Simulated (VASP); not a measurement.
# CoO (Fm-3m) in VASP: further runs

CoO is run at these levels: PBE, BLYP+D4; tasks: single point, relaxation of cell and atoms.

All numbers are computed with VASP 6.6.1; they aren't measurements. Logs are shortened: lines on timing, memory, paths and dates and some standing lists are left out, and cuts for length are marked.

## Step 1: The cell of the first run

It takes space group Fm-3m (No. 225, cubic). Conventional cell: a = 4.263 Å, b = 4.263 Å, c = 4.263 Å, α = 90.00°, β = 90.00°, γ = 90.00°. Co (site symmetry m-3m) has 6 O at 2.13 Å within 2.8 Å. Within 2.8 Å of O (site symmetry m-3m) lie 6 Co at 2.13 Å.

## Step 2: Single point, PBE, collinear spin, ferromagnetic start

INCAR

```
  PREC = Accurate
  ENCUT = 520
  EDIFF = 1E-6
  ISMEAR = 0
  SIGMA = 0.02
  LREAL = False
  LASPH = True
  NELM = 150
  ALGO = Normal
  ISIF = 2
  LWAVE = False
  LCHARG = True
  ISPIN = 2
  MAGMOM = 2 0
  LORBIT = 11
  LMAXMIX = 4
  GGA = PE
  LELF = True
  LVHAR = True
  NBANDS = 18
```

KPOINTS

```
regular mesh
0
Gamma
  11 11 11
```

POSCAR

```
CoO
1.0
    0.0000000000      2.1315000000      2.1315000000
    2.1315000000      0.0000000000      2.1315000000
    2.1315000000      2.1315000000      0.0000000000
Co O
1 1
Direct
    0.0000000000      0.0000000000      0.0000000000
    0.5000000000      0.5000000000      0.5000000000
```

Potentials or basis: VASP PAW PBE potentials, release 64 (Co, O).

Started as:

```
$ cat potpaw_PBE.64/Co/POTCAR potpaw_PBE.64/O/POTCAR > POTCAR
$ mpirun -np 1 vasp_std > vasp.out
```

OUTCAR:

```text
PREC = Accurate
   ENCUT = 520
   EDIFF = 1E-6
   ISMEAR = 0
   LREAL = False
   LASPH = True
   NELM = 150
   ISIF = 2
   ISPIN = 2
   LORBIT = 11
   GGA = PE

 ion  position               nearest neighbor table
   1  0.000  0.000  0.000-   2 2.13   2 2.13   2 2.13   2 2.13   2 2.13   2 2.13
   2  0.500  0.500  0.500-   1 2.13   1 2.13   1 2.13   1 2.13   1 2.13   1 2.13

  LATTYP: Found a face centered cubic cell.
 ALAT       =     4.2630000000

  Lattice vectors:

 A1 = (   0.0000000000,   2.1315000000,   2.1315000000)
 A2 = (   2.1315000000,   0.0000000000,   2.1315000000)
 A3 = (   2.1315000000,   2.1315000000,   0.0000000000)

Analysis of symmetry for initial positions (statically):
[... 25 lines left out ...]
The dynamic configuration has the point symmetry O_h .

Analysis of structural, dynamic, and magnetic symmetry:
=====================================================================
 Subroutine PRICEL returns:
[... 7 lines left out ...]
 out of a pool of 48 trial point group operations.

The overall configuration has the point symmetry O_h .

 Subroutine INISYM returns: Found 48 space group operations
[... 5 lines left out ...]
                                     Primitive cell

  volume of cell :      19.3681

  direct lattice vectors                    reciprocal lattice vectors
     0.000000000  2.131500000  2.131500000    -0.234576589  0.234576589  0.234576589
     2.131500000  0.000000000  2.131500000     0.234576589 -0.234576589  0.234576589
     2.131500000  2.131500000  0.000000000     0.234576589  0.234576589 -0.234576589

  length of vectors
     3.014396208  3.014396208  3.014396208     0.406298571  0.406298571  0.406298571

  position of ions in fractional coordinates (direct lattice)
     0.000000000  0.000000000  0.000000000
     0.500000000  0.500000000  0.500000000

  ion indices of the primitive-cell ions
   primitive index   ion index
                 1           1
                 2           2

----------------------------------------------------------------------------------------

 KPOINTS: regular mesh

Automatic generation of k-mesh.
 Grid dimensions read from file:
 generate k-points for:   11   11   11

 Generating k-lattice:

  Cartesian coordinates                     Fractional coordinates (reciprocal lattice)
    -0.021325144  0.021325144  0.021325144     0.090909091  0.000000000  0.000000000
     0.021325144 -0.021325144  0.021325144     0.000000000  0.090909091  0.000000000
     0.021325144  0.021325144 -0.021325144     0.000000000  0.000000000  0.090909091

  Length of vectors
     0.036936234  0.036936234  0.036936234

  Shift w.r.t. Gamma in fractional coordinates (k-lattice)
     0.000000000  0.000000000  0.000000000

 Subroutine IBZKPT returns following result:
 ===========================================

 Found     56 irreducible k-points:

 Following reciprocal coordinates:
            Coordinates               Weight
  0.000000  0.000000  0.000000      1.000000
  0.090909  0.000000  0.000000      8.000000
  0.181818  0.000000  0.000000      8.000000
  0.272727  0.000000  0.000000      8.000000
  0.363636  0.000000  0.000000      8.000000
  0.454545  0.000000  0.000000      8.000000
[... 16 lines left out ...]
 -0.272727  0.181818  0.000000     24.000000
 -0.181818  0.181818  0.000000     12.000000
 [... further k-points ...]
   k-points           NKPTS =     56   k-points in BZ     NKDIM =     56   number of bands    NBANDS=     18
   number of dos      NEDOS =    301   number of ions     NIONS =      2
   total plane-waves  NPLWV =  13824
   dimension x,y,z NGX =    24 NGY =   24 NGZ =   24
   dimension x,y,z NGXF=    48 NGYF=   48 NGZF=   48
   ions per type =               1   1
   NGX,Y,Z   is equivalent  to a cutoff of  13.24, 13.24, 13.24 a.u.
   NGXF,Y,Z  is equivalent  to a cutoff of  26.47, 26.47, 26.47 a.u.
 SYSTEM =  unknown system
   PREC   = accura    normal or accurate (medium, high low for compatibility)
   ISTART =      0    job   : 0-new  1-cont  2-samecut
   ICHARG =      2    charge: 1-file 2-atom 10-const
   ISPIN  =      2    spin polarized calculation?
   LNONCOLLINEAR =      F non collinear calculations
   LSORBIT =      F    spin-orbit coupling
   LASPH  =      T    aspherical Exc in radial PAW
   ENCUT  =  520.0 eV  38.22 Ry    6.18 a.u.   5.60  5.60  5.60*2*pi/ulx,y,z
   NELM   =    150;   NELMIN=  2; NELMDL= -5     # of ELM steps
   EDIFF  = 0.1E-05   stopping-criterion for ELM
   LREAL  =      F    real-space projection
   EDIFFG = 0.1E-04   stopping-criterion for IOM
   NSW    =      0    number of steps for IOM
   IBRION =     -1    ionic relax: 0-MD 1-quasi-New 2-CG
   NFREE  =      0    steps in history (QN), initial steepest desc. (CG)
   ISIF   =      2    stress and relaxation
   ISYM   =      2    0-nonsym 1-usesym 2-fastsym
   POTIM  = 0.5000    time-step for ionic-motion
   TEBEG  =    0.0;   TEEND  =   0.0 temperature during run
   PSTRESS=    0.0 pullay stress
   NELECT =      15.0000    total number of electrons
   NUPDOWN=      -1.0000    fix difference up-down
   EMIN   =  10.00;   EMAX   =-10.00  energy-range for DOS
   EFERMI =   0.00;   METHOD = LEGACY
   ISMEAR =     0;   SIGMA  =   0.02  broadening in eV -4-tet -1-fermi 0-gaus
   EFERMI_NEDOS =   21; number of points for ismear=-14 and -15
   IALGO  =     38    algorithm
   IMIX   =      4    mixing-type and parameters
     AMIX     =   0.40;   BMIX     =  1.00
     AMIX_MAG =   1.60;   BMIX_MAG =  1.00
  volume/ion in A,a.u.               =       9.68        65.35
  Fermi-wavevector in a.u.,A,eV,Ry     =   1.503407  2.841027 30.752334  2.260233
  Thomas-Fermi vector in A             =   2.614521
   LORBIT       =     11    0 simple, 1 ext, 2 COOP (PROOUT), +10 PAW based schemes
   GGA     = PE    functional components
   LHFCALC =     F    Hartree Fock is set to
   AEXX    =    0.0000 exact exchange contribution
   IVDW    =     0    specifies the selected vdW correction
   LEPSILON=     F    determine dielectric tensor
   LRPA    =     F    only Hartree local field effects (RPA)
 spin polarized calculation
 Gauss-broadening in eV      SIGMA  =   0.02
  energy-cutoff  :      520.00
  volume of cell :       19.37
 maximum number of plane-waves:       534
   NGX = 11   NGY = 11   NGZ = 11

 number of electron      15.0000007 magnetization       2.9272410

 Free energy of the ion-electron system (eV)
  ---------------------------------------------------
  ext. energy  EPLUGINS =         0.00000000
  ---------------------------------------------------
  free energy    TOTEN  =       -13.04564902 eV

  energy without entropy =      -13.04470515  energy(sigma->0) =      -13.04517708

 E-fermi :   7.8867     XC(G=0): -12.3956

 val. band max:        7.8827643848   @ k =  -0.2727   0.1818   0.0000
 cond. band min:       7.8879261926   @ k =  -0.4545   0.0909   0.0000
 fundamental gap:      0.0051618078
 Fermi energy:         7.8867360598

 spin component 1

 k-point     1 :       0.0000    0.0000    0.0000
  band No.  band energies     occupation
      1     -12.2954      1.00000
      2       4.6042      1.00000
      3       4.6042      1.00000
      4       4.7679      1.00000
      5       4.7679      1.00000
      6       4.7679      1.00000
[... 10 lines left out ...]
     17      29.2959      0.00000
     18      32.7812      0.00000

 k-point     2 :       0.0909    0.0000    0.0000
  band No.  band energies     occupation
      1     -12.2108      1.00000
      2       3.8689      1.00000
      3       3.8689      1.00000
      4       3.8920      1.00000
      5       4.8323      1.00000
      6       4.8324      1.00000
[... 10 lines left out ...]
     17      30.4361      0.00000
     18      34.0715      0.00000

 k-point     3 :       0.1818    0.0000    0.0000
  band No.  band energies     occupation
      1     -11.9747      1.00000
      2       2.6324      1.00000
      3       3.1400      1.00000
      4       3.1400      1.00000
      5       4.9822      1.00000
      6       4.9822      1.00000
[... 10 lines left out ...]
     17      32.9726      0.00000
     18      36.2684      0.00000

 k-point     4 :       0.2727    0.0000    0.0000
  band No.  band energies     occupation
      1     -11.6429      1.00000
      2       1.3885      1.00000
      3       2.5497      1.00000
      4       2.5497      1.00000
      5       5.1848      1.00000
      6       5.1848      1.00000
[... 375 lines left out ...]
      4       1.9970      1.00000
      5       5.3584      1.00000
      6       5.4506      1.00000
[... 10 lines left out ...]
     17      35.9078      0.00000
     18      37.0567      0.00000

 k-point    23 :      -0.2727    0.1818    0.0000
  band No.  band energies     occupation
      1     -11.2839      1.00000
      2       0.7125      1.00000
      3       2.0663      1.00000
      4       2.4168      1.00000
      5       5.2663      1.00000
      6       5.2855      1.00000
[... 10 lines left out ...]
     17      35.6089      0.00000
     18      37.3698      0.00000

 k-point    24 :      -0.1818    0.1818    0.0000
  band No.  band energies     occupation
      1     -11.5589      1.00000
      2       1.2729      1.00000
      3       2.3099      1.00000
      4       2.9303      1.00000
      5       5.1255      1.00000
      6       5.1349      1.00000
[... 10 lines left out ...]
     17      35.6114      0.00000
     18      37.4003      0.00000

 [... further k-points ...]

 spin component 2

 k-point     1 :       0.0000    0.0000    0.0000
  band No.  band energies     occupation
      1     -11.7827      1.00000
      2       5.3403      1.00000
      3       5.3403      1.00000
      4       5.3403      1.00000
      5       6.7817      1.00000
      6       6.7818      1.00000
[... 10 lines left out ...]
     17      30.2580      0.00000
     18      33.5951      0.00000

 k-point     2 :       0.0909    0.0000    0.0000
  band No.  band energies     occupation
      1     -11.6957      1.00000
      2       4.6231      1.00000
      3       5.0435      1.00000
      4       5.0435      1.00000
      5       6.8865      1.00000
      6       6.8865      1.00000
[... 10 lines left out ...]
     17      31.2316      0.00000
     18      34.9306      0.00000

 k-point     3 :       0.1818    0.0000    0.0000
  band No.  band energies     occupation
      1     -11.4526      1.00000
      2       3.3077      1.00000
      3       4.4692      1.00000
      4       4.4693      1.00000
      5       7.0991      1.00000
      6       7.0992      1.00000
[... 10 lines left out ...]
     17      33.5092      0.00000
     18      37.1532      0.00000

 k-point     4 :       0.2727    0.0000    0.0000
  band No.  band energies     occupation
      1     -11.1104      1.00000
      2       2.0109      1.00000
      3       3.9226      1.00000
      4       3.9227      1.00000
      5       7.3523      1.00000
      6       7.3524      1.00000
[... 375 lines left out ...]
      4       3.3563      1.00000
      5       7.6057      1.00000
      6       7.7083      1.00000
[... 10 lines left out ...]
     17      36.3510      0.00000
     18      37.5498      0.00000

 k-point    23 :      -0.2727    0.1818    0.0000
  band No.  band energies     occupation
      1     -10.7329      1.00000
      2       1.3963      1.00000
      3       3.2597      1.00000
      4       3.4865      1.00000
      5       7.3840      1.00000
      6       7.7289      1.00000
[... 10 lines left out ...]
     17      36.0711      0.00000
     18      37.9775      0.00000

 k-point    24 :      -0.1818    0.1818    0.0000
  band No.  band energies     occupation
      1     -11.0209      1.00000
      2       2.0189      1.00000
      3       3.7492      1.00000
      4       3.7580      1.00000
      5       7.1804      1.00000
      6       7.6244      1.00000
[... 10 lines left out ...]
     17      36.2264      0.00000
     18      37.9879      0.00000

 [... further k-points ...]
[... 5 lines left out ...]
  --------------------------------------------------------------------------------------
  -------------------------------------------------------------------------------------
  Total       -0.2913074     -0.2913074     -0.2913074      0.0000000      0.0000000      0.0000000
  in kB      -24.0977277    -24.0977277    -24.0977277      0.0000000      0.0000000      0.0000000
  external PRESSURE =     -24.0977277 kB  Pullay stress =       0.0000000 kB

 VOLUME and BASIS-vectors are now :
 -----------------------------------------------------------------------------
  energy-cutoff  :      520.00
  volume of cell :       19.37
      direct lattice vectors                 reciprocal lattice vectors
     0.000000000  2.131500000  2.131500000    -0.234576589  0.234576589  0.234576589
     2.131500000  0.000000000  2.131500000     0.234576589 -0.234576589  0.234576589
     2.131500000  2.131500000  0.000000000     0.234576589  0.234576589 -0.234576589

 POSITION                                       TOTAL-FORCE (eV/Angst)
 -----------------------------------------------------------------------------------
      0.00000      0.00000      0.00000        -0.000000     -0.000000      0.000000
      2.13150      2.13150      2.13150         0.000000      0.000000      0.000000
 -----------------------------------------------------------------------------------
    total drift:                                0.000000     -0.000000     -0.000000

  FREE ENERGIE OF THE ION-ELECTRON SYSTEM (eV)
  ---------------------------------------------------
  free  energy   TOTEN  =       -13.0456490188 eV

  energy  without entropy=      -13.0447051458  energy(sigma->0) =      -13.04517708

 total charge

# of ion       s       p       d       tot
------------------------------------------
    1        0.293   0.355   7.141   7.788
    2        1.556   3.423   0.000   4.979
--------------------------------------------------
tot          1.849   3.777   7.141  12.767

 magnetization (x)

# of ion       s       p       d       tot
------------------------------------------
    1        0.021   0.018   2.533   2.571
    2        0.029   0.277   0.000   0.306
--------------------------------------------------
tot          0.049   0.295   2.533   2.876
```

It took 19 s on 1 thread of Intel Xeon 6975P-C (Granite Rapids), shared host; peak memory 0.16 GiB.

What came out:

| Item | Value |
| --- | --- |
| Free energy | -13.0456 eV |
| Pressure | -2.4 GPa |
| Net moment | 2.93 μB per cell |
| Site moments | Co +2.57; O +0.31 μB |
| Valence electrons inside the program's atomic spheres | Co 7.79; O 4.98 |

Caveat: a cell with one magnetic atom can't hold antiferromagnetic order, which such compounds often take; semilocal functionals often make such compounds metallic where correlation or magnetic order opens a gap, which also shifts bond lengths. With open d or f shells a metallic result of PBE can be an artefact of self-interaction; +U or a hybrid may open a gap.

## Step 3: Single point, PBE, collinear spin, ferromagnetic start

INCAR

```
PREC = Accurate
ENCUT = 520
EDIFF = 1E-6
ISMEAR = 0
SIGMA = 0.026000000000000002
LREAL = F
LASPH = T
NELM = 150
ALGO = Normal
ISIF = 2
LWAVE = F
LCHARG = F
ISPIN = 2
MAGMOM = 2 0
LORBIT = 11
LMAXMIX = 4
GGA = PE
NBANDS = 18
```

KPOINTS

```
Automatic mesh
0
Gamma
  11 11 11
```

POSCAR is that of step 2.

Potentials or basis: VASP PAW PBE potentials, release 64 (Co, O).

Started as:

```
$ cat potpaw_PBE.64/Co/POTCAR potpaw_PBE.64/O/POTCAR > POTCAR
$ mpirun -np 1 vasp_std > vasp.out
```

OUTCAR:

```text
PREC = Accurate
   ENCUT = 520
   EDIFF = 1E-6
   ISMEAR = 0
   LREAL = F
   LASPH = T
   NELM = 150
   ISIF = 2
   ISPIN = 2
   LORBIT = 11
   GGA = PE

 ion  position               nearest neighbor table
   1  0.000  0.000  0.000-   2 2.13   2 2.13   2 2.13   2 2.13   2 2.13   2 2.13
   2  0.500  0.500  0.500-   1 2.13   1 2.13   1 2.13   1 2.13   1 2.13   1 2.13

  LATTYP: Found a face centered cubic cell.
 ALAT       =     4.2630000000

  Lattice vectors:

 A1 = (   0.0000000000,   2.1315000000,   2.1315000000)
 A2 = (   2.1315000000,   0.0000000000,   2.1315000000)
 A3 = (   2.1315000000,   2.1315000000,   0.0000000000)

Analysis of symmetry for initial positions (statically):
=====================================================================
 Subroutine PRICEL returns:
 Original cell was already a primitive cell.

 Routine SETGRP: Setting up the symmetry group for a
 face centered cubic supercell.

 Subroutine GETGRP returns: Found 48 space group operations
[... 702 lines left out ...]
      5       6.7821      1.00000
      6       6.7822      1.00000
[... 493 lines left out ...]
     17      36.2263      0.00000
     18      37.9880      0.00000

 [... further k-points ...]

------------------------ aborting loop because EDIFF is reached ----------------------------------------

  FORCE on cell =-STRESS in cart. coord.  units (eV):
  Direction    XX          YY          ZZ          XY          YZ          ZX
  --------------------------------------------------------------------------------------
  -------------------------------------------------------------------------------------
  Total       -0.3105438     -0.3105438     -0.3105438      0.0000000      0.0000000     -0.0000000
  in kB      -25.6890124    -25.6890124    -25.6890124      0.0000000      0.0000000     -0.0000000
  external PRESSURE =     -25.6890124 kB  Pullay stress =       0.0000000 kB

 VOLUME and BASIS-vectors are now :
 -----------------------------------------------------------------------------
  energy-cutoff  :      520.00
  volume of cell :       19.37
      direct lattice vectors                 reciprocal lattice vectors
     0.000000000  2.131500000  2.131500000    -0.234576589  0.234576589  0.234576589
     2.131500000  0.000000000  2.131500000     0.234576589 -0.234576589  0.234576589
     2.131500000  2.131500000  0.000000000     0.234576589  0.234576589 -0.234576589

 POSITION                                       TOTAL-FORCE (eV/Angst)
 -----------------------------------------------------------------------------------
      0.00000      0.00000      0.00000         0.000000      0.000000      0.000000
      2.13150      2.13150      2.13150         0.000000      0.000000      0.000000
 -----------------------------------------------------------------------------------
    total drift:                                0.000000     -0.000000     -0.000000

  FREE ENERGIE OF THE ION-ELECTRON SYSTEM (eV)
  ---------------------------------------------------
  free  energy   TOTEN  =       -13.0459590827 eV

  energy  without entropy=      -13.0444896686  energy(sigma->0) =      -13.04522438

 total charge

# of ion       s       p       d       tot
------------------------------------------
    1        0.293   0.355   7.140   7.788
    2        1.556   3.423   0.000   4.979
--------------------------------------------------
tot          1.849   3.777   7.140  12.767

 magnetization (x)

# of ion       s       p       d       tot
------------------------------------------
    1        0.021   0.018   2.532   2.570
    2        0.029   0.277   0.000   0.305
--------------------------------------------------
tot          0.049   0.294   2.532   2.875
```

stdout:

```text
POSCAR found type information on POSCAR CoO
 POSCAR found :  2 types and       2 ions
 scaLAPACK will be used
 LDA part: xc-table for (Slater+PW92), standard interpolation
 POSCAR, INCAR and KPOINTS ok, starting setup
 FFT: planning ... GRIDC
 FFT: planning ... GRID_SOFT
 FFT: planning ... GRID
 WAVECAR not read
 entering main loop
```

It took 17 s on 1 thread of Intel Xeon 6975P-C (Granite Rapids), shared host; peak memory 0.16 GiB.

What came out:

| Item | Value |
| --- | --- |
| Free energy | -13.0460 eV |
| Pressure | -2.6 GPa |
| Net moment | 2.93 μB per cell |
| Site moments | Co +2.57; O +0.30 μB |
| Valence electrons inside the program's atomic spheres | Co 7.79; O 4.98 |

Caveat: a cell with one magnetic atom can't hold antiferromagnetic order, which such compounds often take; semilocal functionals often make such compounds metallic where correlation or magnetic order opens a gap, which also shifts bond lengths. With open d or f shells a metallic result of PBE can be an artefact of self-interaction; +U or a hybrid may open a gap.

(Part 1 of 2 ends here.)
